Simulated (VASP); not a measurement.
## CdS (Greenockite): single point with PBEsol

Crystal: CdS (Greenockite).

```
Cd S
1.0
     3.99590    0.00000    0.00000
    -1.99795    3.46055    0.00000
     0.00000    0.00000    6.51538
Cd S
2 2
Cartesian
  0.0000 2.3070 -0.0024
  1.9979 1.1535 3.2553
  0.0000 2.3070 2.4457
  1.9979 1.1535 5.7034
```

| Item | Value |
| --- | --- |
| Program | VASP 6.6.1 |
| Task | single point |
| Functional | PBEsol |
| Potentials or basis | VASP PAW PBE potentials, release 64 (Cd, S) |
| Cutoff | 520 eV |
| k mesh | 6 × 6 × 4 |
| Occupations | gaussian, width 0.01 eV |
| Spin | non-collinear spin, zero start, spin-orbit coupling |
| Starting moments | [[0.0, 0.0, 0.0], [0.0, 0.0, 0.0], [0.0, 0.0, 0.0], [0.0, 0.0, 0.0]] μB |
| Dipole correction | no |
| Further INCAR settings | ALGO = Normal; EDIFF = 1e-06; NBANDS = 50 |

The pressure is 7.5 GPa and the net moment is 0.00 μB per cell. The valence electrons inside the program's atomic spheres are Cd 10.41; S 3.74.

Forces on the atoms (eV/Å):
```
Cd   0.000  0.000  0.002
Cd   0.000  0.000  0.002
S    0.000  0.000 -0.002
S    0.000  0.000 -0.002
```

Moments on the atoms (μB; x, y, z):
```
Cd  0.00 0.00 0.00
Cd  0.00 0.00 0.00
S   0.00 0.00 0.00
S   0.00 0.00 0.00
```

It took 2.5 min on 1 thread of AMD EPYC 9R45 96-Core Processor (Zen 5), with other jobs on the host, peak memory 0.42 GiB.

Caveat: the PAW data sets were made with another functional, which shifts forces and pressure a little.
